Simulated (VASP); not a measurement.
Set up this calculation in VASP 6.6.1, as the native input.

```yaml
Task: single point
Functional: PBE
Potentials_or_basis: VASP PAW PBE potentials, release 64 (Li_sv, Sb)
Cutoff: 520 eV
k_mesh: 8 × 8 × 8
Occupations: gaussian, width 0.1 eV
Spin: no spin polarisation
Dipole_correction: no
Further_INCAR_settings: ALGO = Normal; EDIFF = 1e-06; NBANDS = 29
```

The structure of LiSb7 lies in POSCAR:

```
LiSb7
1.0
    0.0000000000      4.7425597665      4.7425597665
    4.7425597665      0.0000000000      4.7425597665
    4.7425597665      4.7425597665      0.0000000000
Li Sb
1 7
Direct
    0.0000000000      0.0000000000      0.0000000000
    0.5000000000      0.0000000000      0.0000000000
    0.0000000000      0.5000000000      0.5000000000
    0.0000000000      0.5000000000      0.0000000000
    0.5000000000      0.0000000000      0.5000000000
    0.0000000000      0.0000000000      0.5000000000
    0.5000000000      0.5000000000      0.0000000000
    0.5000000000      0.5000000000      0.5000000000
```

These files were run (other wordings do the same):

INCAR

```
ALGO = Normal
EDIFF = 1E-6
ENCUT = 520
GGA = PE
ISIF = 2
ISMEAR = 0
LASPH = T
LCHARG = F
LREAL = F
LWAVE = F
NBANDS = 29
NELM = 100
PREC = Accurate
SIGMA = 0.1
```

KPOINTS

```
k-points
0
Gamma
  8 8 8
```

Potentials or basis: VASP PAW PBE potentials, release 64 (Li_sv, Sb).

Command:

```bash
$ cat potpaw_PBE.64/Li_sv/POTCAR potpaw_PBE.64/Sb/POTCAR > POTCAR
$ mpirun -np 1 vasp_std > vasp.out
```

Results of the run:

| Quantity | Value |
| --- | --- |
| Band gap on the k mesh | zero (band 19 reaches 8.45 eV, above the bottom of band 20 at 6.35 eV) |

Caveat: spin-orbit coupling is left out, which moves the levels of the heavy elements.

Wall time 85 s on 1 thread of Intel(R) Xeon(R) 6975P-C (Granite Rapids), on a shared host, peak memory 0.41 GiB.
